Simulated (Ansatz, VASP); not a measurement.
P in VASP and in Ansatz

```xyz
8
Lattice="8.8958 0.0000 0.0000 -4.4479 7.7040 0.0000 0.0000 0.0000 3.5583" Properties=species:S:1:pos:R:3 pbc="T T T"
P     4.4479    0.5136    0.8896
P     6.2271    3.5952    0.8896
P     2.6687    3.5952    0.8896
P     0.0000    7.1904    2.6687
P    -1.7792    4.1088    2.6687
P     1.7792    4.1088    2.6687
P     0.0000    5.1360    2.6687
P     4.4479    2.5680    0.8896
```

Alike in both runs: task single point; functional PBE; k mesh 3 × 3 × 6; occupations gaussian, width 0.1 eV; no spin polarisation.

```csv
,VASP,Ansatz
version,VASP 6.6.1,Ansatz 0.2.0
potentials or method,"VASP PAW PBE potentials, release 64 (P), cutoff 520 eV","scalar-relativistic, plane waves, PAW"
valence electrons in the cell,40,40
```

VASP gave:

| Property | Result |
| --- | --- |
| gap on the k mesh at the Fermi level (eV) | none |
| pressure (GPa) | 9.7 |
| traceless stress, the component that is largest in VASP (GPa) | 3.84 |
| rms of the force components (eV/Å) | 0.299 |

**Question.** Which values does Ansatz return?

**Answer.** gap on the k mesh at the Fermi level (eV): none; pressure (GPa): 10.1; traceless stress, the component that is largest in VASP (GPa): 3.85; rms of the force components (eV/Å): 0.303.

Atom by atom the forces differ by 0.003 eV/Å (rms over components). A gap of «none» marks a metal or a gap that the smearing closes.
